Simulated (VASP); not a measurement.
# Zn2GeN3 (Cmmm) in VASP: relaxation of cell and atoms with PBE

Aim: the relaxation of cell and atoms of Zn2GeN3 with PBE.

All numbers are computed with VASP 6.6.1; they aren't measurements. Logs are shortened: lines on timing, memory, paths and dates and some standing lists are left out, and cuts for length are marked.

## Step 1: The cell of the first run

Symmetry: Cmmm, No. 65, orthorhombic system. Conventional cell: a = 5.106 Å, b = 9.757 Å, c = 3.042 Å, α = 90.00°, β = 90.00°, γ = 90.00°. Zn (site symmetry 2/m) has 6 N at 2.09 to 2.75 Å and 2 Zn at 2.55 Å within 2.8 Å. Ge (site symmetry mmm) has 2 N at 1.77 Å within 2.4 Å. N (site symmetry m2m) has 1 Ge at 1.77 Å and 4 Zn at 2.09 Å within 2.4 Å. Within 3.6 Å of N (site symmetry mmm) lie 4 Zn at 2.75 Å and 4 Ge at 2.97 Å and 14 N at 3.04 to 3.46 Å.

The cell was generated, and may not be a known phase.

## Step 2: Relaxation of cell and atoms, PBE

INCAR

```
  PREC = Accurate
  ENCUT = 600
  EDIFF = 1E-7
  ISMEAR = 0
  SIGMA = 0.1
  LREAL = F
  LASPH = T
  NELM = 100
  ALGO = Normal
  ISIF = 3
  LWAVE = F
  LCHARG = F
  GGA = PE
  IBRION = 2
  NSW = 100
  EDIFFG = -0.01
```

KPOINTS

```
Automatic mesh
0
Gamma
  8 8 12
```

POSCAR

```
Zn2GeN3
1.0
    2.5527856858     -4.8785062386      0.0000000000
    2.5527856858      4.8785062386      0.0000000000
    0.0000000000      0.0000000000      3.0419330697
Zn Ge N
2 1 3
Direct
    0.0000000000      0.5000000000      0.5000000000
    0.5000000000      0.0000000000      0.5000000000
    0.5000000000      0.5000000000      0.0000000000
    0.3181673668      0.6818326332      0.0000000000
    0.6818326332      0.3181673668      0.0000000000
    0.0000000000      0.0000000000      0.5000000000
```

Potentials or basis: VASP PAW PBE potentials, release 64 (Zn, Ge_d, N).

Run with:

```console
$ cat potpaw_PBE.64/Zn/POTCAR potpaw_PBE.64/Ge_d/POTCAR potpaw_PBE.64/N/POTCAR > POTCAR
$ mpirun -np 1 vasp_std > vasp.out
```

OUTCAR:

```text
PREC = Accurate
   ENCUT = 600
   EDIFF = 1E-7
   ISMEAR = 0
   LREAL = F
   LASPH = T
   NELM = 100
   ISIF = 3
   GGA = PE
   IBRION = 2
   NSW = 100
   EDIFFG = -0.01

 ion  position               nearest neighbor table
   1  0.000  0.500  0.500-   4 2.09   5 2.09   4 2.09   5 2.09   2 2.55   2 2.55
   2  0.500  0.000  0.500-   4 2.09   5 2.09   4 2.09   5 2.09   1 2.55   1 2.55
   3  0.500  0.500  0.000-   4 1.77   5 1.77
   4  0.318  0.682  0.000-   3 1.77   2 2.09   1 2.09   1 2.09   2 2.09
   5  0.682  0.318  0.000-   3 1.77   2 2.09   1 2.09   1 2.09   2 2.09
   6  0.000  0.000  0.500-

  LATTYP: Found a base centered orthorhombic cell.
 ALAT       =     5.1055713716
 B/A-ratio  =     1.9110520189
 C/A-ratio  =     0.5958065902

  Lattice vectors:

 A1 = (   2.5527856858,  -4.8785062386,   0.0000000000)
 A2 = (   2.5527856858,   4.8785062386,   0.0000000000)
 A3 = (   0.0000000000,   0.0000000000,   3.0419330697)

Analysis of symmetry for initial positions (statically):
=====================================================================
 Subroutine PRICEL returns:
 Original cell was already a primitive cell.

 Routine SETGRP: Setting up the symmetry group for a
 base centered orthorhombic supercell.

 Subroutine GETGRP returns: Found  8 space group operations
 (whereof  8 operations were pure point group operations)
 out of a pool of  8 trial point group operations.

The static configuration has the point symmetry D_2h.

Analysis of symmetry for dynamics (positions and initial velocities):
=====================================================================
 Subroutine PRICEL returns:
 Original cell was already a primitive cell.

 Routine SETGRP: Setting up the symmetry group for a
 base centered orthorhombic supercell.

 Subroutine GETGRP returns: Found  8 space group operations
 (whereof  8 operations were pure point group operations)
 out of a pool of  8 trial point group operations.

The dynamic configuration has the point symmetry D_2h.

 Subroutine INISYM returns: Found  8 space group operations
 (whereof  8 operations are pure point group operations),
 and found     1 'primitive' translations

----------------------------------------------------------------------------------------

                                     Primitive cell

  volume of cell :      75.7671

  direct lattice vectors                    reciprocal lattice vectors
     2.552785686 -4.878506239  0.000000000     0.195864464 -0.102490389  0.000000000
     2.552785686  4.878506239  0.000000000     0.195864464  0.102490389  0.000000000
     0.000000000  0.000000000  3.041933070     0.000000000  0.000000000  0.328738331

  length of vectors
     5.506045575  5.506045575  3.041933070     0.221059196  0.221059196  0.328738331

  position of ions in fractional coordinates (direct lattice)
     0.000000000  0.500000000  0.500000000
     0.500000000  0.000000000  0.500000000
     0.500000000  0.500000000  0.000000000
     0.318167367  0.681832633  0.000000000
     0.681832633  0.318167367  0.000000000
     0.000000000  0.000000000  0.500000000

  ion indices of the primitive-cell ions
   primitive index   ion index
                 1           1
                 2           2
                 3           3
                 4           4
                 5           5
                 6           6

----------------------------------------------------------------------------------------

 KPOINTS: Automatic mesh

Automatic generation of k-mesh.
 Grid dimensions read from file:
 generate k-points for:    8    8   12

 Generating k-lattice:

  Cartesian coordinates                     Fractional coordinates (reciprocal lattice)
     0.024483058 -0.012811299  0.000000000     0.125000000  0.000000000  0.000000000
     0.024483058  0.012811299  0.000000000     0.000000000  0.125000000  0.000000000
     0.000000000  0.000000000  0.027394861     0.000000000  0.000000000  0.083333333

  Length of vectors
     0.027632399  0.027632399  0.027394861

  Shift w.r.t. Gamma in fractional coordinates (k-lattice)
     0.000000000  0.000000000  0.000000000

 Subroutine IBZKPT returns following result:
 ===========================================

 Found    147 irreducible k-points:

 Following reciprocal coordinates:
            Coordinates               Weight
  0.000000  0.000000  0.000000      1.000000
  0.125000 -0.000000  0.000000      4.000000
  0.250000 -0.000000  0.000000      4.000000
  0.375000  0.000000  0.000000      4.000000
  0.500000 -0.000000  0.000000      2.000000
  0.125000  0.125000  0.000000      2.000000
[... 16 lines left out ...]
  0.125000 -0.000000  0.083333      8.000000
  0.250000 -0.000000  0.083333      8.000000
 [... further k-points ...]
   k-points           NKPTS =    147   k-points in BZ     NKDIM =    147   number of bands    NBANDS=     31
   number of dos      NEDOS =    301   number of ions     NIONS =      6
   total plane-waves  NPLWV =  55296
   dimension x,y,z NGX =    48 NGY =   48 NGZ =   24
   dimension x,y,z NGXF=    96 NGYF=   96 NGZF=   48
   ions per type =               2   1   3
   NGX,Y,Z   is equivalent  to a cutoff of  14.49, 14.49, 13.12 a.u.
   NGXF,Y,Z  is equivalent  to a cutoff of  28.99, 28.99, 26.23 a.u.
 SYSTEM =  unknown system
   PREC   = accura    normal or accurate (medium, high low for compatibility)
   ISTART =      0    job   : 0-new  1-cont  2-samecut
   ICHARG =      2    charge: 1-file 2-atom 10-const
   ISPIN  =      1    spin polarized calculation?
   LNONCOLLINEAR =      F non collinear calculations
   LSORBIT =      F    spin-orbit coupling
   LASPH  =      T    aspherical Exc in radial PAW
   ENCUT  =  600.0 eV  44.10 Ry    6.64 a.u.  11.00 11.00  6.08*2*pi/ulx,y,z
   NELM   =    100;   NELMIN=  2; NELMDL= -5     # of ELM steps
   EDIFF  = 0.1E-06   stopping-criterion for ELM
   LREAL  =      F    real-space projection
   EDIFFG = -.1E-01   stopping-criterion for IOM
   NSW    =    100    number of steps for IOM
   IBRION =      2    ionic relax: 0-MD 1-quasi-New 2-CG
   NFREE  =      1    steps in history (QN), initial steepest desc. (CG)
   ISIF   =      3    stress and relaxation
   ISYM   =      2    0-nonsym 1-usesym 2-fastsym
   POTIM  = 0.5000    time-step for ionic-motion
   TEBEG  =    0.0;   TEEND  =   0.0 temperature during run
   PSTRESS=    0.0 pullay stress
   NELECT =      53.0000    total number of electrons
   NUPDOWN=      -1.0000    fix difference up-down
   EMIN   =  10.00;   EMAX   =-10.00  energy-range for DOS
   EFERMI =   0.00;   METHOD = LEGACY
   ISMEAR =     0;   SIGMA  =   0.10  broadening in eV -4-tet -1-fermi 0-gaus
   EFERMI_NEDOS =   21; number of points for ismear=-14 and -15
   IALGO  =     38    algorithm
   IMIX   =      4    mixing-type and parameters
     AMIX     =   0.40;   BMIX     =  1.00
     AMIX_MAG =   1.60;   BMIX_MAG =  1.00
  volume/ion in A,a.u.               =      12.63        85.22
  Fermi-wavevector in a.u.,A,eV,Ry     =   1.453248  2.746241 28.734561  2.111931
  Thomas-Fermi vector in A             =   2.570537
   LORBIT       =      0    0 simple, 1 ext, 2 COOP (PROOUT), +10 PAW based schemes
   GGA     = PE    functional components
   LHFCALC =     F    Hartree Fock is set to
   AEXX    =    0.0000 exact exchange contribution
   IVDW    =     0    specifies the selected vdW correction
   LEPSILON=     F    determine dielectric tensor
   LRPA    =     F    only Hartree local field effects (RPA)
 conjugate gradient relaxation of ions
 non-spin polarized calculation
 Gauss-broadening in eV      SIGMA  =   0.10
  energy-cutoff  :      600.00
  volume of cell :       75.77
 maximum number of plane-waves:      2564
 NGX is ok and might be reduce to    48
   NGX = 21   NGY = 21   NGZ = 13

--------------------------------------- Ionic step        1  -------------------------------------------

 number of electron      53.0000010 magnetization

 Free energy of the ion-electron system (eV)
  ---------------------------------------------------
  ext. energy  EPLUGINS =         0.00000000
  ---------------------------------------------------
  free energy    TOTEN  =       -25.71651348 eV

  energy without entropy =      -25.70668926  energy(sigma->0) =      -25.71160137

------------------------ aborting loop because EDIFF is reached ----------------------------------------

  FORCE on cell =-STRESS in cart. coord.  units (eV):
  Direction    XX          YY          ZZ          XY          YZ          ZX
  --------------------------------------------------------------------------------------
  -------------------------------------------------------------------------------------
  Total       -0.1965223     -0.2918951      0.3995532      0.0000000      0.0000000      0.0000000
  in kB       -4.1556745     -6.1724349      8.4489803      0.0000000      0.0000000      0.0000000
  external PRESSURE =      -0.6263764 kB  Pullay stress =       0.0000000 kB
[... 185 lines left out ...]
  energy  without entropy=      -25.7088808579  energy(sigma->0) =      -25.71375847

--------------------------------------- Ionic step        6  -------------------------------------------

 number of electron      53.0000003 magnetization

 Free energy of the ion-electron system (eV)
  ---------------------------------------------------
  ext. energy  EPLUGINS =         0.00000000
  ---------------------------------------------------
  free energy    TOTEN  =       -25.71867646 eV

  energy without entropy =      -25.70894749  energy(sigma->0) =      -25.71381197

 E-fermi :   3.2687     XC(G=0): -11.1253

 val. band max:        3.2630980964   @ k =   0.3750   0.3750   0.5000
 cond. band min:       3.2718218675   @ k =   0.3750   0.2500   0.3333
 fundamental gap:      0.0087237710
 Fermi energy:         3.2686664177

 k-point     1 :       0.0000    0.0000    0.0000
  band No.  band energies     occupation
      1     -22.0355      2.00000
      2     -21.9814      2.00000
      3     -21.9511      2.00000
      4     -21.7784      2.00000
      5     -21.7669      2.00000
      6     -13.1254      2.00000
[... 805 lines left out ...]
     30       7.8711      0.00000
     31       9.1511      0.00000

 [... further k-points ...]

------------------------ aborting loop because EDIFF is reached ----------------------------------------

  FORCE on cell =-STRESS in cart. coord.  units (eV):
  Direction    XX          YY          ZZ          XY          YZ          ZX
  --------------------------------------------------------------------------------------
  -------------------------------------------------------------------------------------
  Total        0.0233362     -0.0073655      0.0080118      0.0000000      0.0000000      0.0000000
  in kB        0.4934689     -0.1557507      0.1694173      0.0000000      0.0000000      0.0000000
  external PRESSURE =       0.1690452 kB  Pullay stress =       0.0000000 kB
[... 21 lines left out ...]
  FREE ENERGIE OF THE ION-ELECTRON SYSTEM (eV)
  ---------------------------------------------------
  free  energy   TOTEN  =       -25.7186764616 eV

  energy  without entropy=      -25.7089474855  energy(sigma->0) =      -25.71381197

 reached required accuracy - stopping structural energy minimisation
```

It took 34 min on 1 thread of Intel Xeon 8259CL, shared host; peak memory 0.53 GiB.

Results:

```yaml
Free_energy: -25.7187 eV
Energy_gained_by_relaxing: 0.4 meV/atom
Ionic_steps: 6
Pressure_after_relaxing: 0.0 GPa
Largest_force_after_relaxing: 0.003 eV/Å
Band_gap_on_the_k_mesh: zero (an odd number of electrons rules out a gap without spin polarisation)
```

Forces on the atoms (eV/Å):
```
Zn   0.000  0.000  0.000
Zn   0.000  0.000  0.000
Ge   0.000  0.000  0.000
N    0.000  0.003  0.000
N    0.000 -0.003  0.000
N    0.000  0.000  0.000
```

The path:
```
step  energy change (eV)  largest force (eV/Å)  pressure (GPa)  volume (Å³)
   1              0.0000                0.0657           -0.06        75.77
   2             -0.0015                0.0620            0.16        75.71
   3             -0.0015                0.0758            0.19        75.71
   4             -0.0021                0.0114           -0.10        75.85
   5             -0.0021                0.0124           -0.10        75.85
   6             -0.0022                0.0033            0.02        75.77
```

Final structure:
```xyz
6
Lattice="2.5429 -4.8650 0.0000 2.5429 4.8650 0.0000 0.0000 0.0000 3.0623" Properties=species:S:1:pos:R:3 pbc="T T T"
Zn    1.2714    2.4325    1.5311
Zn    3.8143    2.4325    1.5311
Ge    2.5429    0.0000    3.0623
N     2.5429    1.7687    0.0000
N     2.5429   -1.7687    3.0623
N     2.5429    4.8650    1.5311
```

Levels at points of the mesh, in eV from the Fermi level:
```tsv
k point	band 24	band 25	band 26	band 27	band 28	band 29	band 30	band 31
(0.00, 0.00, 0.00)	-0.86	-0.31	-0.27	0.28	1.07	4.63	5.10	6.44
(0.50, 0.00, 0.00)	-0.97	-0.92	-0.39	1.06	2.18	2.40	4.22	5.55
(0.50, 0.50, 0.00)	-0.85	-0.79	-0.31	0.51	1.07	4.14	4.45	4.84
(0.00, 0.00, 0.50)	-1.66	-1.11	-1.07	-0.82	-0.44	3.17	3.58	4.24
(0.50, 0.00, 0.50)	-2.04	-1.54	-0.69	-0.18	1.68	2.88	3.50	4.95
(0.50, 0.50, 0.50)	-0.99	-0.88	-0.18	0.05	0.30	3.34	3.42	4.55
```

Caveat: an odd number of electrons without spin polarisation forces a metal; a magnetic or distorted state may lie lower.
